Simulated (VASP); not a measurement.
A run of VASP 6.6.1:

INCAR

```
SYSTEM = Ag
PREC = Accurate
ENCUT = 520
EDIFF = 1E-6
ISMEAR = -1
SIGMA = 0.1
LREAL = .FALSE.
LASPH = .TRUE.
NELM = 60
ALGO = Normal
ISIF = 2
LWAVE = .FALSE.
LCHARG = .TRUE.
GGA = PS
LELF = .TRUE.
LVHAR = .TRUE.
NBANDS = 12
```

Contents of KPOINTS:

```
Automatic mesh
0
G
  8 8 8
  0 0 0
```

POSCAR

```
Ag
1.0
    3.7600000000      0.0000000000      0.0000000000
    0.0000000000      3.7600000000      0.0000000000
    0.0000000000      0.0000000000      3.7600000000
Ag
1
Direct
    0.0000000000      0.0000000000      0.0000000000
```

Potentials or basis: VASP PAW PBE potentials, release 64 (Ag).

Run with:

```console
$ cat potpaw_PBE.64/Ag/POTCAR > POTCAR
$ mpirun -np 1 vasp_std > vasp.out
```

Hardware: 1 thread of Intel(R) Xeon(R) Platinum 8375C CPU @ 2.90GHz (Ice Lake), with other jobs on the host.

**Question.** How long does it take, and how much memory?

**Answer.** It took 12 s on 1 thread of Intel(R) Xeon(R) Platinum 8375C CPU @ 2.90GHz (Ice Lake), on a shared host, peak memory 0.16 GiB. Counts: scf iterations 11, k points 35.
